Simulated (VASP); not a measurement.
# SiO2 (P4_2/mnm) in VASP: a series of runs

SiO2 is run at these levels: PBE; tasks: single point.

All numbers are computed with VASP 6.6.1; they aren't measurements. Logs are shortened: lines on timing, memory, paths and dates and some standing lists are left out, and cuts for length are marked.

## (1) The cell of the first run

The structure is tetragonal, space group P4_2/mnm (No. 136). Conventional cell: a = 4.331 Å, b = 4.331 Å, c = 2.448 Å, α = 90.00°, β = 90.00°, γ = 90.00°. Within 2.3 Å of Si (site symmetry mmm) lie 6 O at 1.70 to 1.88 Å. O (site symmetry m2m) has 3 Si at 1.70 to 1.88 Å and 11 O at 2.36 to 2.54 Å within 2.6 Å.

## (2) Single point, PBE

Contents of INCAR:

```
PREC = Accurate ; ENCUT = 520
EDIFF = 1E-6 ; ISMEAR = 0
SIGMA = 0.05 ; LREAL = False
LASPH = True ; NELM = 60
ALGO = Normal ; ISIF = 2
LWAVE = False ; LCHARG = False
GGA = PE ; NBANDS = 25
```

Contents of KPOINTS:

```
regular mesh
0
Gamma
  6 6 8
```

Contents of POSCAR:

```
SiO2
1.0
    4.3312000000      0.0000000000      0.0000000000
    0.0000000000      4.3312000000      0.0000000000
    0.0000000000      0.0000000000      2.4477000000
Si O
2 4
Direct
    0.5000000000      0.5000000000      0.5000000000
    0.0000000000      0.0000000000      0.0000000000
    0.6930127928      0.6930127928      0.0000000000
    0.1930127928      0.8069872072      0.5000000000
    0.3069872072      0.3069872072      0.0000000000
    0.8069872072      0.1930127928      0.5000000000
```

Potentials or basis: VASP PAW PBE potentials, release 64 (Si, O).

Started as:

```sh
$ cat potpaw_PBE.64/Si/POTCAR potpaw_PBE.64/O/POTCAR > POTCAR
$ mpirun -np 1 vasp_std > vasp.out
```

OUTCAR:

```text
PREC = Accurate
   ENCUT = 520
   EDIFF = 1E-6
   ISMEAR = 0
   LREAL = False
   LASPH = True
   NELM = 60
   ISIF = 2
   GGA = PE

 ion  position               nearest neighbor table
   1  0.500  0.500  0.500-   3 1.70   5 1.70   3 1.70   5 1.70   4 1.88   6 1.88
   2  0.000  0.000  0.000-   4 1.70   6 1.70   4 1.70   6 1.70   5 1.88   3 1.88
   3  0.693  0.693  0.000-   1 1.70   1 1.70   2 1.88
   4  0.193  0.807  0.500-   2 1.70   2 1.70   1 1.88
   5  0.307  0.307  0.000-   1 1.70   1 1.70   2 1.88
   6  0.807  0.193  0.500-   2 1.70   2 1.70   1 1.88

  LATTYP: Found a simple tetragonal cell.
 ALAT       =     4.3312000000
 C/A-ratio  =     0.5651320650

  Lattice vectors:

 A1 = (   4.3312000000,   0.0000000000,   0.0000000000)
 A2 = (   0.0000000000,   4.3312000000,   0.0000000000)
 A3 = (   0.0000000000,   0.0000000000,   2.4477000000)

Analysis of symmetry for initial positions (statically):
=====================================================================
 Subroutine PRICEL returns:
 Original cell was already a primitive cell.

 Routine SETGRP: Setting up the symmetry group for a
 simple tetragonal supercell.

 Subroutine GETGRP returns: Found 16 space group operations
 (whereof  8 operations were pure point group operations)
 out of a pool of 16 trial point group operations.

The static configuration has the point symmetry D_2h.
 The point group associated with its full space group is D_4h.

Analysis of symmetry for dynamics (positions and initial velocities):
=====================================================================
 Subroutine PRICEL returns:
 Original cell was already a primitive cell.

 Routine SETGRP: Setting up the symmetry group for a
 simple tetragonal supercell.

 Subroutine GETGRP returns: Found 16 space group operations
 (whereof  8 operations were pure point group operations)
 out of a pool of 16 trial point group operations.

The dynamic configuration has the point symmetry D_2h.
 The point group associated with its full space group is D_4h.

 Subroutine INISYM returns: Found 16 space group operations
 (whereof  8 operations are pure point group operations),
 and found     1 'primitive' translations

----------------------------------------------------------------------------------------

                                     Primitive cell

  volume of cell :      45.9171

  direct lattice vectors                    reciprocal lattice vectors
     4.331200000  0.000000000  0.000000000     0.230882896  0.000000000  0.000000000
     0.000000000  4.331200000  0.000000000     0.000000000  0.230882896  0.000000000
     0.000000000  0.000000000  2.447700000     0.000000000  0.000000000  0.408546799

  length of vectors
     4.331200000  4.331200000  2.447700000     0.230882896  0.230882896  0.408546799

  position of ions in fractional coordinates (direct lattice)
     0.500000000  0.500000000  0.500000000
     0.000000000  0.000000000  0.000000000
     0.693012793  0.693012793  0.000000000
     0.193012793  0.806987207  0.500000000
     0.306987207  0.306987207  0.000000000
     0.806987207  0.193012793  0.500000000

  ion indices of the primitive-cell ions
   primitive index   ion index
                 1           1
                 2           2
                 3           3
                 4           4
                 5           5
                 6           6

----------------------------------------------------------------------------------------

 KPOINTS: regular mesh

Automatic generation of k-mesh.
 Grid dimensions read from file:
 generate k-points for:    6    6    8

 Generating k-lattice:

  Cartesian coordinates                     Fractional coordinates (reciprocal lattice)
     0.038480483  0.000000000  0.000000000     0.166666667  0.000000000  0.000000000
     0.000000000  0.038480483  0.000000000     0.000000000  0.166666667  0.000000000
     0.000000000  0.000000000  0.051068350     0.000000000  0.000000000  0.125000000

  Length of vectors
     0.038480483  0.038480483  0.051068350

  Shift w.r.t. Gamma in fractional coordinates (k-lattice)
     0.000000000  0.000000000  0.000000000

 Subroutine IBZKPT returns following result:
 ===========================================

 Found     50 irreducible k-points:

 Following reciprocal coordinates:
            Coordinates               Weight
  0.000000  0.000000  0.000000      1.000000
  0.166667  0.000000  0.000000      4.000000
  0.333333  0.000000  0.000000      4.000000
  0.500000  0.000000  0.000000      2.000000
  0.166667  0.166667  0.000000      4.000000
  0.333333  0.166667  0.000000      8.000000
[... 16 lines left out ...]
  0.333333  0.000000  0.250000      8.000000
  0.500000  0.000000  0.250000      4.000000
 [... further k-points ...]
   k-points           NKPTS =     50   k-points in BZ     NKDIM =     50   number of bands    NBANDS=     25
   number of dos      NEDOS =    301   number of ions     NIONS =      6
   total plane-waves  NPLWV =  18432
   dimension x,y,z NGX =    32 NGY =   32 NGZ =   18
   dimension x,y,z NGXF=    64 NGYF=   64 NGZF=   36
   ions per type =               2   4
   NGX,Y,Z   is equivalent  to a cutoff of  12.28, 12.28, 12.23 a.u.
   NGXF,Y,Z  is equivalent  to a cutoff of  24.57, 24.57, 24.45 a.u.
 SYSTEM =  unknown system
   PREC   = accura    normal or accurate (medium, high low for compatibility)
   ISTART =      0    job   : 0-new  1-cont  2-samecut
   ICHARG =      2    charge: 1-file 2-atom 10-const
   ISPIN  =      1    spin polarized calculation?
   LNONCOLLINEAR =      F non collinear calculations
   LSORBIT =      F    spin-orbit coupling
   LASPH  =      T    aspherical Exc in radial PAW
   ENCUT  =  520.0 eV  38.22 Ry    6.18 a.u.   8.05  8.05  4.55*2*pi/ulx,y,z
   NELM   =     60;   NELMIN=  2; NELMDL= -5     # of ELM steps
   EDIFF  = 0.1E-05   stopping-criterion for ELM
   LREAL  =      F    real-space projection
   EDIFFG = 0.1E-04   stopping-criterion for IOM
   NSW    =      0    number of steps for IOM
   IBRION =     -1    ionic relax: 0-MD 1-quasi-New 2-CG
   NFREE  =      0    steps in history (QN), initial steepest desc. (CG)
   ISIF   =      2    stress and relaxation
   ISYM   =      2    0-nonsym 1-usesym 2-fastsym
   POTIM  = 0.5000    time-step for ionic-motion
   TEBEG  =    0.0;   TEEND  =   0.0 temperature during run
   PSTRESS=    0.0 pullay stress
   NELECT =      32.0000    total number of electrons
   NUPDOWN=      -1.0000    fix difference up-down
   EMIN   =  10.00;   EMAX   =-10.00  energy-range for DOS
   EFERMI =   0.00;   METHOD = LEGACY
   ISMEAR =     0;   SIGMA  =   0.05  broadening in eV -4-tet -1-fermi 0-gaus
   EFERMI_NEDOS =   21; number of points for ismear=-14 and -15
   IALGO  =     38    algorithm
   IMIX   =      4    mixing-type and parameters
     AMIX     =   0.40;   BMIX     =  1.00
     AMIX_MAG =   1.60;   BMIX_MAG =  1.00
  volume/ion in A,a.u.               =       7.65        51.64
  Fermi-wavevector in a.u.,A,eV,Ry     =   1.451443  2.742829 28.663207  2.106686
  Thomas-Fermi vector in A             =   2.568939
   LORBIT       =      0    0 simple, 1 ext, 2 COOP (PROOUT), +10 PAW based schemes
   GGA     = PE    functional components
   LHFCALC =     F    Hartree Fock is set to
   AEXX    =    0.0000 exact exchange contribution
   IVDW    =     0    specifies the selected vdW correction
   LEPSILON=     F    determine dielectric tensor
   LRPA    =     F    only Hartree local field effects (RPA)
 non-spin polarized calculation
 Gauss-broadening in eV      SIGMA  =   0.05
  energy-cutoff  :      520.00
  volume of cell :       45.92
 maximum number of plane-waves:      1264
   NGX = 17   NGY = 17   NGZ =  9

 number of electron      32.0000009 magnetization

 Free energy of the ion-electron system (eV)
  ---------------------------------------------------
  ext. energy  EPLUGINS =         0.00000000
  ---------------------------------------------------
  free energy    TOTEN  =       -45.36822316 eV

  energy without entropy =      -45.36822316  energy(sigma->0) =      -45.36822316

 E-fermi :   8.2867     XC(G=0): -12.2870

 val. band max:        8.0731999305   @ k =   0.0000   0.0000   0.0000
 cond. band min:      14.1729762294   @ k =   0.0000   0.0000   0.0000
 fundamental gap:      6.0997762989
 Fermi energy:         8.2866543907

 k-point     1 :       0.0000    0.0000    0.0000
  band No.  band energies     occupation
      1     -14.5929      2.00000
      2     -11.2183      2.00000
      3     -11.1489      2.00000
      4     -11.1489      2.00000
      5      -2.6861      2.00000
      6       1.1900      2.00000
[... 17 lines left out ...]
     24      22.5122      0.00000
     25      23.1694      0.00000

 k-point     2 :       0.1667    0.0000    0.0000
  band No.  band energies     occupation
      1     -14.4617      2.00000
      2     -11.9008      2.00000
      3     -11.0832      2.00000
      4     -10.7226      2.00000
      5      -2.5611      2.00000
      6       0.5087      2.00000
[... 17 lines left out ...]
     24      22.7077      0.00000
     25      23.1683      0.00000

 k-point     3 :       0.3333    0.0000    0.0000
  band No.  band energies     occupation
      1     -14.0782      2.00000
      2     -12.7139      2.00000
      3     -10.9093      2.00000
      4     -10.5889      2.00000
      5      -2.1653      2.00000
      6      -0.5493      2.00000
[... 552 lines left out ...]
 k-point    23 :       0.3333    0.0000    0.2500
  band No.  band energies     occupation
      1     -13.1519      2.00000
      2     -11.9610      2.00000
      3     -10.4070      2.00000
      4     -10.2233      2.00000
      5      -1.3806      2.00000
      6       0.1751      2.00000
[... 17 lines left out ...]
     24      22.6495      0.00000
     25      22.7693      0.00000

 k-point    24 :       0.5000    0.0000    0.2500
  band No.  band energies     occupation
      1     -12.6166      2.00000
      2     -12.6166      2.00000
      3     -10.2778      2.00000
      4     -10.2778      2.00000
      5      -0.6474      2.00000
      6      -0.6474      2.00000
[... 17 lines left out ...]
     24      22.5247      0.00000
     25      23.0543      0.00000

 [... further k-points ...]

------------------------ aborting loop because EDIFF is reached ----------------------------------------

  FORCE on cell =-STRESS in cart. coord.  units (eV):
  Direction    XX          YY          ZZ          XY          YZ          ZX
  --------------------------------------------------------------------------------------
  -------------------------------------------------------------------------------------
  Total        0.7495506      0.7495506     21.4174199      0.0000000      0.0000000      0.0000000
  in kB       26.1539266     26.1539266    747.3139142      0.0000000      0.0000000      0.0000000
  external PRESSURE =     266.5405891 kB  Pullay stress =       0.0000000 kB

 VOLUME and BASIS-vectors are now :
 -----------------------------------------------------------------------------
  energy-cutoff  :      520.00
  volume of cell :       45.92
      direct lattice vectors                 reciprocal lattice vectors
     4.331200000  0.000000000  0.000000000     0.230882896  0.000000000  0.000000000
     0.000000000  4.331200000  0.000000000     0.000000000  0.230882896  0.000000000
     0.000000000  0.000000000  2.447700000     0.000000000  0.000000000  0.408546799

 POSITION                                       TOTAL-FORCE (eV/Angst)
 -----------------------------------------------------------------------------------
      2.16560      2.16560      1.22385        -0.000000      0.000000      0.000000
      0.00000      0.00000      0.00000        -0.000000      0.000000      0.000000
      3.00158      3.00158      0.00000        -0.174961     -0.174961      0.000000
      0.83598      3.49522      1.22385        -0.174961      0.174961     -0.000000
      1.32962      1.32962      0.00000         0.174961      0.174961     -0.000000
      3.49522      0.83598      1.22385         0.174961     -0.174961      0.000000
 -----------------------------------------------------------------------------------
    total drift:                                0.000000      0.000000     -0.000000

  FREE ENERGIE OF THE ION-ELECTRON SYSTEM (eV)
  ---------------------------------------------------
  free  energy   TOTEN  =       -45.3682231590 eV

  energy  without entropy=      -45.3682231590  energy(sigma->0) =      -45.36822316
```

It took 50 s on 1 thread of Intel Xeon 8259CL, shared host; peak memory 0.17 GiB.

What came out:

```
Free energy            : -45.3682 eV
Pressure               : 26.7 GPa
Largest force          : 0.247 eV/Å
Band gap on the k mesh : 6.10 eV
```

Forces in eV/Å, atoms in the order of the input:
```
Si   0.000  0.000  0.000
Si   0.000  0.000  0.000
O   -0.175 -0.175  0.000
O   -0.175  0.175  0.000
O    0.175  0.175  0.000
O    0.175 -0.175  0.000
```

Stress tensor (GPa, compression positive):
```
 2.62  0.00  0.00
 0.00  2.62  0.00
 0.00  0.00 74.73
```

Caveat: the cell stands under pressure. A k mesh can miss the band edges.

[end of part 1 of 2]
